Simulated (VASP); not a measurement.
# Sc3BP2 (P4/mmm) in VASP: single point with PBE

Aim: the single point of Sc3BP2 with PBE.

Everything below comes from runs of VASP 6.6.1. Logs are shortened: lines on timing, memory, paths and dates and some standing lists are left out, and cuts for length are marked.

## Step 1: The cell of the first run

Symmetry: P4/mmm, No. 123, tetragonal system. The conventional cell has a = 5.240 Å, b = 5.240 Å, c = 4.627 Å, α = 90.00°, β = 90.00°, γ = 90.00°. Sc (site symmetry 4/mmm) has 2 B at 2.31 Å and 4 Sc at 2.62 Å within 3.1 Å. Within 3.1 Å of Sc (site symmetry mmm) lie 2 P at 2.31 Å and 2 Sc at 2.62 Å. B (site symmetry 4/mmm) has 2 Sc at 2.31 Å and 4 P at 2.62 Å within 3.1 Å. Within 3.1 Å of P (site symmetry mmm) lie 2 Sc at 2.31 Å and 2 B at 2.62 Å.

## Step 2: Single point, PBE

File INCAR:

```
ALGO = Normal
EDIFF = 1E-6
ENCUT = 520
GGA = PE
ISIF = 2
ISMEAR = 0
LASPH = T
LCHARG = F
LREAL = F
LWAVE = F
NBANDS = 32
NELM = 100
PREC = Accurate
SIGMA = 0.1
```

File KPOINTS:

```
k-points
0
Gamma
  4 4 4
```

File POSCAR:

```
Sc3BP2
1.0
    5.2403303700      0.0000000000      0.0000000000
    0.0000000000      5.2403303700      0.0000000000
    0.0000000000      0.0000000000      4.6270759900
Sc B P
3 1 2
Direct
    0.0000000000      0.0000000000      0.5000000000
    0.5000000000      0.0000000000      0.5000000000
    0.0000000000      0.5000000000      0.5000000000
    0.0000000000      0.0000000000      0.0000000000
    0.5000000000      0.0000000000      0.0000000000
    0.0000000000      0.5000000000      0.0000000000
```

Potentials or basis: VASP PAW PBE potentials, release 64 (Sc_sv, B, P).

Started as:

```sh
cat potpaw_PBE.64/Sc_sv/POTCAR potpaw_PBE.64/B/POTCAR potpaw_PBE.64/P/POTCAR > POTCAR
mpirun -np 1 vasp_std > vasp.out
```

OUTCAR:

```text
EDIFF = 1E-6
   ENCUT = 520
   GGA = PE
   ISIF = 2
   ISMEAR = 0
   LASPH = T
   LREAL = F
   NELM = 100
   PREC = Accurate

 ion  position               nearest neighbor table
   1  0.000  0.000  0.500-   4 2.31   4 2.31   2 2.62   3 2.62   3 2.62   2 2.62
   2  0.500  0.000  0.500-   5 2.31   5 2.31   1 2.62   1 2.62
   3  0.000  0.500  0.500-   6 2.31   6 2.31   1 2.62   1 2.62
   4  0.000  0.000  0.000-   1 2.31   1 2.31
   5  0.500  0.000  0.000-   2 2.31   2 2.31
   6  0.000  0.500  0.000-   3 2.31   3 2.31

  LATTYP: Found a simple tetragonal cell.
 ALAT       =     5.2403303700
 C/A-ratio  =     0.8829740996

  Lattice vectors:

 A1 = (   5.2403303700,   0.0000000000,   0.0000000000)
 A2 = (   0.0000000000,   5.2403303700,   0.0000000000)
 A3 = (   0.0000000000,   0.0000000000,   4.6270759900)

Analysis of symmetry for initial positions (statically):
=====================================================================
 Subroutine PRICEL returns:
 Original cell was already a primitive cell.

 Routine SETGRP: Setting up the symmetry group for a
 simple tetragonal supercell.

 Subroutine GETGRP returns: Found 16 space group operations
 (whereof 16 operations were pure point group operations)
 out of a pool of 16 trial point group operations.

The static configuration has the point symmetry D_4h.

Analysis of symmetry for dynamics (positions and initial velocities):
=====================================================================
 Subroutine PRICEL returns:
 Original cell was already a primitive cell.

 Routine SETGRP: Setting up the symmetry group for a
 simple tetragonal supercell.

 Subroutine GETGRP returns: Found 16 space group operations
 (whereof 16 operations were pure point group operations)
 out of a pool of 16 trial point group operations.

The dynamic configuration has the point symmetry D_4h.

 Subroutine INISYM returns: Found 16 space group operations
 (whereof 16 operations are pure point group operations),
 and found     1 'primitive' translations

----------------------------------------------------------------------------------------

                                     Primitive cell

  volume of cell :     127.0644

  direct lattice vectors                    reciprocal lattice vectors
     5.240330370  0.000000000  0.000000000     0.190827663  0.000000000  0.000000000
     0.000000000  5.240330370  0.000000000     0.000000000  0.190827663  0.000000000
     0.000000000  0.000000000  4.627075990     0.000000000  0.000000000  0.216119208

  length of vectors
     5.240330370  5.240330370  4.627075990     0.190827663  0.190827663  0.216119208

  position of ions in fractional coordinates (direct lattice)
     0.000000000  0.000000000  0.500000000
     0.500000000  0.000000000  0.500000000
     0.000000000  0.500000000  0.500000000
     0.000000000  0.000000000  0.000000000
     0.500000000  0.000000000  0.000000000
     0.000000000  0.500000000  0.000000000

  ion indices of the primitive-cell ions
   primitive index   ion index
                 1           1
                 2           2
                 3           3
                 4           4
                 5           5
                 6           6

----------------------------------------------------------------------------------------

 KPOINTS: k-points

Automatic generation of k-mesh.
 Grid dimensions read from file:
 generate k-points for:    4    4    4

 Generating k-lattice:

  Cartesian coordinates                     Fractional coordinates (reciprocal lattice)
     0.047706916  0.000000000  0.000000000     0.250000000  0.000000000  0.000000000
     0.000000000  0.047706916  0.000000000     0.000000000  0.250000000  0.000000000
     0.000000000  0.000000000  0.054029802     0.000000000  0.000000000  0.250000000

  Length of vectors
     0.047706916  0.047706916  0.054029802

  Shift w.r.t. Gamma in fractional coordinates (k-lattice)
     0.000000000  0.000000000  0.000000000

 Subroutine IBZKPT returns following result:
 ===========================================

 Found     18 irreducible k-points:

 Following reciprocal coordinates:
            Coordinates               Weight
  0.000000  0.000000  0.000000      1.000000
  0.250000  0.000000  0.000000      4.000000
  0.500000  0.000000  0.000000      2.000000
  0.250000  0.250000  0.000000      4.000000
  0.500000  0.250000  0.000000      4.000000
  0.500000  0.500000  0.000000      1.000000
[... 10 lines left out ...]
  0.500000  0.250000  0.500000      4.000000
  0.500000  0.500000  0.500000      1.000000
   k-points           NKPTS =     18   k-points in BZ     NKDIM =     18   number of bands    NBANDS=     32
   number of dos      NEDOS =    301   number of ions     NIONS =      6
   total plane-waves  NPLWV =  57600
   dimension x,y,z NGX =    40 NGY =   40 NGZ =   36
   dimension x,y,z NGXF=    80 NGYF=   80 NGZF=   72
   ions per type =               3   1   2
   NGX,Y,Z   is equivalent  to a cutoff of  12.69, 12.69, 12.93 a.u.
   NGXF,Y,Z  is equivalent  to a cutoff of  25.38, 25.38, 25.87 a.u.
 SYSTEM =  unknown system
   PREC   = accura    normal or accurate (medium, high low for compatibility)
   ISTART =      0    job   : 0-new  1-cont  2-samecut
   ICHARG =      2    charge: 1-file 2-atom 10-const
   ISPIN  =      1    spin polarized calculation?
   LNONCOLLINEAR =      F non collinear calculations
   LSORBIT =      F    spin-orbit coupling
   LASPH  =      T    aspherical Exc in radial PAW
   ENCUT  =  520.0 eV  38.22 Ry    6.18 a.u.   9.74  9.74  8.60*2*pi/ulx,y,z
   NELM   =    100;   NELMIN=  2; NELMDL= -5     # of ELM steps
   EDIFF  = 0.1E-05   stopping-criterion for ELM
   LREAL  =      F    real-space projection
   EDIFFG = 0.1E-04   stopping-criterion for IOM
   NSW    =      0    number of steps for IOM
   IBRION =     -1    ionic relax: 0-MD 1-quasi-New 2-CG
   NFREE  =      0    steps in history (QN), initial steepest desc. (CG)
   ISIF   =      2    stress and relaxation
   ISYM   =      2    0-nonsym 1-usesym 2-fastsym
   POTIM  = 0.5000    time-step for ionic-motion
   TEBEG  =    0.0;   TEEND  =   0.0 temperature during run
   PSTRESS=    0.0 pullay stress
   NELECT =      46.0000    total number of electrons
   NUPDOWN=      -1.0000    fix difference up-down
   EMIN   =  10.00;   EMAX   =-10.00  energy-range for DOS
   EFERMI =   0.00;   METHOD = LEGACY
   ISMEAR =     0;   SIGMA  =   0.10  broadening in eV -4-tet -1-fermi 0-gaus
   EFERMI_NEDOS =   21; number of points for ismear=-14 and -15
   IALGO  =     38    algorithm
   IMIX   =      4    mixing-type and parameters
     AMIX     =   0.40;   BMIX     =  1.00
     AMIX_MAG =   1.60;   BMIX_MAG =  1.00
  volume/ion in A,a.u.               =      21.18       142.91
  Fermi-wavevector in a.u.,A,eV,Ry     =   1.166772  2.204880 18.522395  1.361358
  Thomas-Fermi vector in A             =   2.303281
   LORBIT       =      0    0 simple, 1 ext, 2 COOP (PROOUT), +10 PAW based schemes
   GGA     = PE    functional components
   LHFCALC =     F    Hartree Fock is set to
   AEXX    =    0.0000 exact exchange contribution
   IVDW    =     0    specifies the selected vdW correction
   LEPSILON=     F    determine dielectric tensor
   LRPA    =     F    only Hartree local field effects (RPA)
 non-spin polarized calculation
 Gauss-broadening in eV      SIGMA  =   0.10
  energy-cutoff  :      520.00
  volume of cell :      127.06
 maximum number of plane-waves:      3442
 NGX is ok and might be reduce to    40
   NGX = 19   NGY = 19   NGZ = 17

 number of electron      45.9999992 magnetization

 Free energy of the ion-electron system (eV)
  ---------------------------------------------------
  ext. energy  EPLUGINS =         0.00000000
  ---------------------------------------------------
  free energy    TOTEN  =       -29.82082424 eV

  energy without entropy =      -29.79185790  energy(sigma->0) =      -29.80634107

 E-fermi :   3.6723     XC(G=0):  -9.4825

 val. band max:        3.6629160053   @ k =   0.2500   0.2500   0.2500
 cond. band min:       3.6898359633   @ k =   0.2500   0.0000   0.5000
 fundamental gap:      0.0269199580
 Fermi energy:         3.6722992072

 k-point     1 :       0.0000    0.0000    0.0000
  band No.  band energies     occupation
      1     -45.2385      2.00000
      2     -45.1636      2.00000
      3     -44.7676      2.00000
      4     -24.5764      2.00000
      5     -24.5764      2.00000
      6     -23.9628      2.00000
[... 24 lines left out ...]
     31       6.9879      0.00000
     32       7.2096      0.00000

 k-point     2 :       0.2500    0.0000    0.0000
  band No.  band energies     occupation
      1     -45.2228      2.00000
      2     -45.1653      2.00000
      3     -44.7831      2.00000
      4     -24.5716      2.00000
      5     -24.3922      2.00000
      6     -23.9666      2.00000
[... 24 lines left out ...]
     31       6.1879      0.00000
     32       6.6468      0.00000

 k-point     3 :       0.5000    0.0000    0.0000
  band No.  band energies     occupation
      1     -45.2043      2.00000
      2     -45.1687      2.00000
      3     -44.7996      2.00000
      4     -24.5667      2.00000
      5     -24.0258      2.00000
      6     -24.0031      2.00000
[... 24 lines left out ...]
     31       5.8214      0.00000
     32       6.5525      0.00000

 k-point     4 :       0.2500    0.2500    0.0000
  band No.  band energies     occupation
      1     -45.2066      2.00000
      2     -45.1662      2.00000
      3     -44.7999      2.00000
      4     -24.3940      2.00000
      5     -24.3790      2.00000
      6     -23.9846      2.00000
[... 444 lines left out ...]
     31       6.9304      0.00000
     32       6.9621      0.00000

 k-point    17 :       0.5000    0.2500    0.5000
  band No.  band energies     occupation
      1     -45.1868      2.00000
      2     -45.1680      2.00000
      3     -44.8180      2.00000
      4     -24.3800      2.00000
      5     -24.0246      2.00000
      6     -24.0036      2.00000
[... 24 lines left out ...]
     31       6.6369      0.00000
     32       6.9869      0.00000

 k-point    18 :       0.5000    0.5000    0.5000
  band No.  band energies     occupation
      1     -45.1680      2.00000
      2     -45.1680      2.00000
      3     -44.8383      2.00000
      4     -24.0490      2.00000
      5     -24.0045      2.00000
      6     -24.0006      2.00000
[... 24 lines left out ...]
     31       5.8784      0.00000
     32       7.2094      0.00000

------------------------ aborting loop because EDIFF is reached ----------------------------------------

  FORCE on cell =-STRESS in cart. coord.  units (eV):
  Direction    XX          YY          ZZ          XY          YZ          ZX
  --------------------------------------------------------------------------------------
  -------------------------------------------------------------------------------------
  Total        1.1644102      1.1644102     23.0068279      0.0000000     -0.0000000     -0.0000000
  in kB       14.6822502     14.6822502    290.0970813      0.0000000     -0.0000000     -0.0000000
  external PRESSURE =     106.4871939 kB  Pullay stress =       0.0000000 kB

 VOLUME and BASIS-vectors are now :
 -----------------------------------------------------------------------------
  energy-cutoff  :      520.00
  volume of cell :      127.06
      direct lattice vectors                 reciprocal lattice vectors
     5.240330370  0.000000000  0.000000000     0.190827663  0.000000000  0.000000000
     0.000000000  5.240330370  0.000000000     0.000000000  0.190827663  0.000000000
     0.000000000  0.000000000  4.627075990     0.000000000  0.000000000  0.216119208

 POSITION                                       TOTAL-FORCE (eV/Angst)
 -----------------------------------------------------------------------------------
      0.00000      0.00000      2.31354         0.000000      0.000000      0.000000
      2.62017      0.00000      2.31354         0.000000      0.000000      0.000000
      0.00000      2.62017      2.31354         0.000000      0.000000      0.000000
      0.00000      0.00000      0.00000         0.000000      0.000000      0.000000
      2.62017      0.00000      0.00000         0.000000      0.000000      0.000000
      0.00000      2.62017      0.00000         0.000000      0.000000      0.000000
 -----------------------------------------------------------------------------------
    total drift:                                0.000000      0.000000     -0.000000

  FREE ENERGIE OF THE ION-ELECTRON SYSTEM (eV)
  ---------------------------------------------------
  free  energy   TOTEN  =       -29.8208242407 eV

  energy  without entropy=      -29.7918578989  energy(sigma->0) =      -29.80634107
```

Run time: 55 s. Hardware: 1 thread of Intel Xeon Platinum 8488C (Sapphire Rapids), shared host; peak memory 0.25 GiB.

Results:

```yaml
Free_energy: -29.8208 eV
Pressure: 10.6 GPa
Band_gap_on_the_k_mesh: zero (band 23 reaches 4.13 eV, above the bottom of band 24 at 2.83 eV)
```

Stress tensor (GPa, compression positive):
```
 1.47  0.00  0.00
 0.00  1.47  0.00
 0.00  0.00 29.01
```

Levels at points of the mesh, in eV from the Fermi level:
| k point | band 20 | band 21 | band 22 | band 23 | band 24 | band 25 | band 26 | band 27 |
| --- | --- | --- | --- | --- | --- | --- | --- | --- |
| (0.00, 0.00, 0.00) | -1.04 | -0.33 | -0.33 | -0.24 | -0.10 | -0.10 | -0.09 | 0.42 |
| (0.50, 0.00, 0.00) | -1.23 | -0.80 | -0.16 | 0.22 | 0.66 | 0.80 | 0.84 | 1.45 |
| (0.50, 0.50, 0.00) | -0.31 | -0.31 | -0.09 | 0.46 | 0.87 | 0.98 | 1.53 | 1.53 |
| (0.00, 0.00, 0.50) | -1.28 | -0.98 | -0.98 | -0.89 | -0.84 | -0.20 | 0.66 | 2.33 |
| (0.50, 0.00, 0.50) | -1.69 | -1.44 | -0.51 | -0.32 | 0.09 | 0.29 | 0.70 | 1.07 |
| (0.50, 0.50, 0.50) | -0.84 | -0.16 | -0.04 | 0.28 | 0.28 | 0.39 | 0.39 | 1.03 |
